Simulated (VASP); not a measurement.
# Na in VASP: single point with PBEsol

Aim: the single point of Na with PBEsol.

Program: VASP 6.6.1. These are calculated values, not measurements. Logs are shortened: lines on timing, memory, paths and dates and some standing lists are left out, and cuts for length are marked.

### Step 1. The cell of the first run

The cell holds layers a few Å apart, 24 atoms: a = 8.460 Å, b = 12.690 Å, c = 18.345 Å, α = 90.00°, β = 90.00°, γ = 90.00°.

### Step 2. Single point, PBEsol

Contents of INCAR:

```
SYSTEM = Na
  PREC = Accurate
  ENCUT = 520
  EDIFF = 1E-6
  ISMEAR = -1
  SIGMA = 0.15
  LREAL = Auto
  LASPH = .TRUE.
  NELM = 80
  ALGO = Normal
  ISIF = 2
  LWAVE = .FALSE.
  LCHARG = .FALSE.
  GGA = PS
  NBANDS = 102
```

Contents of KPOINTS:

```
Automatic mesh
0
G
  2 1 1
  0 0 0
```

Contents of POSCAR:

```
Na
1.0
    8.4600000000      0.0000000000      0.0000000000
    0.0000000000     12.6900000000      0.0000000000
    0.0000000000      0.0000000000     18.3450000000
Na
24
Direct
    0.2500000000      0.1666666667      0.0545107659
    0.7500000000      0.1666666667      0.0545107659
    0.2500000000      0.5000000000      0.0545107659
    0.7500000000      0.5000000000      0.0545107659
    0.2500000000      0.8333333333      0.0545107659
    0.7500000000      0.8333333333      0.0545107659
    0.7495508274     -0.1993380615      0.2511310984
    0.6782269504      0.0107801418      0.4636413192
    0.1030732861      0.2861150512      0.2556445898
    0.7601773050      0.5501103231      0.2974434451
   -0.0273049645      0.6389834515      0.2245243936
    0.0899527187      0.5308825847      0.3893485963
    0.2839479905     -0.1545311269      0.3472662851
    0.7387115839      0.4319779354      0.5000708640
   -0.0916430260      0.8193380615      0.4584191878
    0.1355673759      0.3272498030      0.4592641047
    0.5976359338      1.1698660362      0.9425729081
    0.5258983452      0.9859416864      0.6380866721
   -0.9761229314      0.4953349094      0.5967184519
    1.0371158392     -0.0980220646      0.9126683020
    0.3756619385      0.6978171789      0.5399563914
   -0.0172931442      0.7503624901      0.5945053148
   -0.5811820331      0.5210480693      0.4648242028
    0.1851536643      0.9502758077      0.5575415645
```

Potentials or basis: VASP PAW PBE potentials, release 64 (Na_pv).

The run is started by

```console
> cat potpaw_PBE.64/Na_pv/POTCAR > POTCAR
> mpirun -np 1 vasp_std > vasp.out
```

OUTCAR:

```text
SYSTEM = Na
   PREC = Accurate
   ENCUT = 520
   EDIFF = 1E-6
   ISMEAR = -1
   LREAL = Auto
   LASPH = .TRUE.
   NELM = 80
   ISIF = 2
   GGA = PS

 ion  position               nearest neighbor table
   1  0.250  0.167  0.055-
   2  0.750  0.167  0.055-  17 2.42
   3  0.250  0.500  0.055-
   4  0.750  0.500  0.055-
   5  0.250  0.833  0.055-
   6  0.750  0.833  0.055-
   7  0.750  0.801  0.251-
   8  0.678  0.011  0.464-
   9  0.103  0.286  0.256-
  10  0.760  0.550  0.297-  11 2.51
  11  0.973  0.639  0.225-  10 2.51
  12  0.090  0.531  0.389-
  13  0.284  0.845  0.347-
  14  0.739  0.432  0.500-
  15  0.908  0.819  0.458-  22 2.72
  16  0.136  0.327  0.459-
  17  0.598  0.170  0.943-   2 2.42
  18  0.526  0.986  0.638-
  19  0.024  0.495  0.597-
  20  0.037  0.902  0.913-
  21  0.376  0.698  0.540-  23 2.66
  22  0.983  0.750  0.595-  15 2.72
  23  0.419  0.521  0.465-  21 2.66
  24  0.185  0.950  0.558-

  LATTYP: Found a simple orthorhombic cell.
 ALAT       =     8.4600000000
 B/A-ratio  =     1.5000000000
 C/A-ratio  =     2.1684397163

  Lattice vectors:

 A1 = (   8.4600000000,   0.0000000000,   0.0000000000)
 A2 = (   0.0000000000,  12.6900000000,   0.0000000000)
 A3 = (   0.0000000000,   0.0000000000,  18.3450000000)

Analysis of symmetry for initial positions (statically):
=====================================================================
 Subroutine PRICEL returns:
 Original cell was already a primitive cell.

 Routine SETGRP: Setting up the symmetry group for a
 simple orthorhombic supercell.

 Subroutine GETGRP returns: Found  1 space group operations
 (whereof  1 operations were pure point group operations)
 out of a pool of  8 trial point group operations.

The static configuration has the point symmetry C_1 .

Analysis of symmetry for dynamics (positions and initial velocities):
=====================================================================
 Subroutine PRICEL returns:
 Original cell was already a primitive cell.

 Routine SETGRP: Setting up the symmetry group for a
 simple orthorhombic supercell.

 Subroutine GETGRP returns: Found  1 space group operations
 (whereof  1 operations were pure point group operations)
 out of a pool of  8 trial point group operations.

The dynamic configuration has the point symmetry C_1 .

 Subroutine INISYM returns: Found  1 space group operations
 (whereof  1 operations are pure point group operations),
 and found     1 'primitive' translations

----------------------------------------------------------------------------------------

                                     Primitive cell

  volume of cell :    1969.4715

  direct lattice vectors                    reciprocal lattice vectors
     8.460000000  0.000000000  0.000000000     0.118203310  0.000000000  0.000000000
     0.000000000 12.690000000  0.000000000     0.000000000  0.078802206  0.000000000
     0.000000000  0.000000000 18.345000000     0.000000000  0.000000000  0.054510766

  length of vectors
     8.460000000 12.690000000 18.345000000     0.118203310  0.078802206  0.054510766

  position of ions in fractional coordinates (direct lattice)
     0.250000000  0.166666667  0.054510766
     0.750000000  0.166666667  0.054510766
     0.250000000  0.500000000  0.054510766
     0.750000000  0.500000000  0.054510766
     0.250000000  0.833333333  0.054510766
     0.750000000  0.833333333  0.054510766
[... 16 lines left out ...]
     0.418817967  0.521048069  0.464824203
     0.185153664  0.950275808  0.557541564

  ion indices of the primitive-cell ions
   primitive index   ion index
                 1           1
                 2           2
                 3           3
                 4           4
                 5           5
                 6           6
[... 16 lines left out ...]
                23          23
                24          24

----------------------------------------------------------------------------------------

 KPOINTS: Automatic mesh

Automatic generation of k-mesh.
 Grid dimensions read from file:
 generate k-points for:    2    1    1

 Generating k-lattice:

  Cartesian coordinates                     Fractional coordinates (reciprocal lattice)
     0.059101655  0.000000000  0.000000000     0.500000000  0.000000000  0.000000000
     0.000000000  0.078802206  0.000000000     0.000000000  1.000000000  0.000000000
     0.000000000  0.000000000  0.054510766     0.000000000  0.000000000  1.000000000

  Length of vectors
     0.059101655  0.078802206  0.054510766

  Shift w.r.t. Gamma in fractional coordinates (k-lattice)
     0.000000000  0.000000000  0.000000000

 Subroutine IBZKPT returns following result:
 ===========================================

 Found      2 irreducible k-points:

 Following reciprocal coordinates:
            Coordinates               Weight
  0.000000  0.000000  0.000000      1.000000
  0.500000  0.000000  0.000000      1.000000
   k-points           NKPTS =      2   k-points in BZ     NKDIM =      2   number of bands    NBANDS=    102
   number of dos      NEDOS =    301   number of ions     NIONS =     24
   total plane-waves  NPLWV = 860160
   dimension x,y,z NGX =    64 NGY =   96 NGZ =  140
   dimension x,y,z NGXF=   128 NGYF=  192 NGZF=  280
   ions per type =              24
   NGX,Y,Z   is equivalent  to a cutoff of  12.58, 12.58, 12.69 a.u.
   NGXF,Y,Z  is equivalent  to a cutoff of  25.15, 25.15, 25.37 a.u.
 SYSTEM =  Na
   PREC   = accura    normal or accurate (medium, high low for compatibility)
   ISTART =      0    job   : 0-new  1-cont  2-samecut
   ICHARG =      2    charge: 1-file 2-atom 10-const
   ISPIN  =      1    spin polarized calculation?
   LNONCOLLINEAR =      F non collinear calculations
   LSORBIT =      F    spin-orbit coupling
   LASPH  =      T    aspherical Exc in radial PAW
   ENCUT  =  520.0 eV  38.22 Ry    6.18 a.u.  15.73 23.59 34.11*2*pi/ulx,y,z
   NELM   =     80;   NELMIN=  2; NELMDL= -5     # of ELM steps
   EDIFF  = 0.1E-05   stopping-criterion for ELM
   LREAL  =      T    real-space projection
   EDIFFG = 0.1E-04   stopping-criterion for IOM
   NSW    =      0    number of steps for IOM
   IBRION =     -1    ionic relax: 0-MD 1-quasi-New 2-CG
   NFREE  =      0    steps in history (QN), initial steepest desc. (CG)
   ISIF   =      2    stress and relaxation
   ISYM   =      2    0-nonsym 1-usesym 2-fastsym
   POTIM  = 0.5000    time-step for ionic-motion
   TEBEG  =    0.0;   TEEND  =   0.0 temperature during run
   PSTRESS=    0.0 pullay stress
   NELECT =     168.0000    total number of electrons
   NUPDOWN=      -1.0000    fix difference up-down
   EMIN   =  10.00;   EMAX   =-10.00  energy-range for DOS
   EFERMI =   0.00;   METHOD = LEGACY
   ISMEAR =    -1;   SIGMA  =   0.15  broadening in eV -4-tet -1-fermi 0-gaus
   EFERMI_NEDOS =   21; number of points for ismear=-14 and -15
   IALGO  =     38    algorithm
   IMIX   =      4    mixing-type and parameters
     AMIX     =   0.40;   BMIX     =  1.00
     AMIX_MAG =   1.60;   BMIX_MAG =  1.00
  volume/ion in A,a.u.               =      82.06       553.78
  Fermi-wavevector in a.u.,A,eV,Ry     =   0.720656  1.361842  7.066119  0.519345
  Thomas-Fermi vector in A             =   1.810164
   LORBIT       =      0    0 simple, 1 ext, 2 COOP (PROOUT), +10 PAW based schemes
   GGA     = PS    functional components
   LHFCALC =     F    Hartree Fock is set to
   AEXX    =    0.0000 exact exchange contribution
   IVDW    =     0    specifies the selected vdW correction
   LEPSILON=     F    determine dielectric tensor
   LRPA    =     F    only Hartree local field effects (RPA)
 non-spin polarized calculation
  energy-cutoff  :      520.00
  volume of cell :     1969.47
 maximum number of plane-waves:     53069
 NGX is ok and might be reduce to    64
   NGX = 31   NGY = 47   NGZ = 69

 number of electron     168.0000001 magnetization

 Free energy of the ion-electron system (eV)
  ---------------------------------------------------
  ext. energy  EPLUGINS =         0.00000000
  ---------------------------------------------------
  free energy    TOTEN  =       -23.89139267 eV

  energy without entropy =      -22.71423877  energy(sigma->0) =      -23.30281572

 E-fermi :  -1.2799     XC(G=0):  -4.3364

 val. band max:       -1.3279330959   @ k =   0.0000   0.0000   0.0000
 cond. band min:      -1.2689644525   @ k =   0.0000   0.0000   0.0000
 fundamental gap:      0.0589686434
 Fermi energy:        -1.2799264707

 k-point     1 :       0.0000    0.0000    0.0000
  band No.  band energies     occupation
      1     -27.2806      2.00000
      2     -27.0633      2.00000
      3     -27.0521      2.00000
      4     -26.8955      2.00000
      5     -26.8903      2.00000
      6     -26.8896      2.00000
[... 88 lines left out ...]
     95      -0.0156      0.00044
     96       0.0147      0.00036

 k-point     2 :       0.5000    0.0000    0.0000
  band No.  band energies     occupation
      1     -27.2806      2.00000
      2     -27.0633      2.00000
      3     -27.0521      2.00000
      4     -26.8955      2.00000
      5     -26.8903      2.00000
      6     -26.8896      2.00000
[... 88 lines left out ...]
     95       0.0666      0.00025
     96       0.1567      0.00014
 [bands above 96 left out]

------------------------ aborting loop because EDIFF is reached ----------------------------------------

  FORCE on cell =-STRESS in cart. coord.  units (eV):
  Direction    XX          YY          ZZ          XY          YZ          ZX
  --------------------------------------------------------------------------------------
  -------------------------------------------------------------------------------------
  Total       -2.9537239     -1.7971667     -0.4319959     -0.7417670     -1.2198237      1.7884440
  in kB       -2.4028728     -1.4620063     -0.3514313     -0.6034321     -0.9923341      1.4549103
  external PRESSURE =      -1.4054368 kB  Pullay stress =       0.0000000 kB

 VOLUME and BASIS-vectors are now :
 -----------------------------------------------------------------------------
  energy-cutoff  :      520.00
  volume of cell :     1969.47
      direct lattice vectors                 reciprocal lattice vectors
     8.460000000  0.000000000  0.000000000     0.118203310  0.000000000  0.000000000
     0.000000000 12.690000000  0.000000000     0.000000000  0.078802206  0.000000000
     0.000000000  0.000000000 18.345000000     0.000000000  0.000000000  0.054510766

 POSITION                                       TOTAL-FORCE (eV/Angst)
 -----------------------------------------------------------------------------------
      2.11500      2.11500      1.00000        -0.066396      0.003167      0.045242
      6.34500      2.11500      1.00000         0.743309     -0.014897      1.175148
      2.11500      6.34500      1.00000        -0.019638     -0.014790      0.120796
      6.34500      6.34500      1.00000         0.016691     -0.018381      0.127055
      2.11500     10.57500      1.00000         0.050185     -0.079705      0.183190
      6.34500     10.57500      1.00000         0.029703     -0.025024      0.003157
[... 16 lines left out ...]
      3.54320      6.61210      8.52720         0.073147     -0.405575     -0.434090
      1.56640     12.05900     10.22810         0.039176      0.344672     -0.187748
 -----------------------------------------------------------------------------------
    total drift:                               -0.002126     -0.001815     -0.013917

  FREE ENERGIE OF THE ION-ELECTRON SYSTEM (eV)
  ---------------------------------------------------
  free  energy   TOTEN  =       -23.8913926703 eV

  energy  without entropy=      -22.7142387717  energy(sigma->0) =      -23.30281572
```

It took 14 min on 1 thread of Intel Xeon Platinum 8375C at 2.90GHz (Ice Lake), shared host; peak memory 1.5 GiB.

What came out:

```
Free energy            : -23.8914 eV
Largest force          : 1.507 eV/Å
Band gap on the k mesh : zero (bands 84 and 85 overlap by 0.11 eV)
```

Forces in eV/Å, atoms in the order of the input:
```
Na  -0.066  0.003  0.045
Na   0.743 -0.015  1.175
Na  -0.020 -0.015  0.121
Na   0.017 -0.018  0.127
Na   0.050 -0.080  0.183
Na   0.030 -0.025  0.003
Na  -0.399  0.593  0.168
Na  -0.148  0.200 -0.063
Na  -0.055  0.141 -0.083
Na  -0.976 -0.662  0.577
Na   1.228  0.098 -0.868
Na  -0.137  0.490 -0.097
Na   0.010 -0.101  0.061
Na   0.092 -0.154 -0.103
Na  -0.100 -0.238 -0.796
Na   0.034 -0.636  0.148
Na  -0.653 -0.007 -1.050
Na   0.137 -0.072  0.056
Na   0.279  0.015  0.088
Na  -0.065  0.133 -0.003
Na  -0.006  0.677  0.305
Na  -0.110 -0.267  0.627
Na   0.073 -0.406 -0.434
Na   0.039  0.345 -0.188
```

Levels at points of the mesh, in eV from the Fermi level:
```
           k point  band 81  band 82  band 83  band 84  band 85  band 86  band 87  band 88
(0.00, 0.00, 0.00)    -0.34    -0.26    -0.05     0.01     0.26     0.42     0.53     0.55
(0.50, 0.00, 0.00)    -0.50    -0.36    -0.19    -0.14    -0.10     0.05     0.07     0.39
```

Caveat: the k points lie up to 0.50 Å⁻¹ apart; the atoms stand as in a frame of molecular dynamics; the PAW data sets were made with another functional, which shifts forces and pressure a little.

The gap in the log of VASP goes by the Fermi energy; the results here count the filled bands.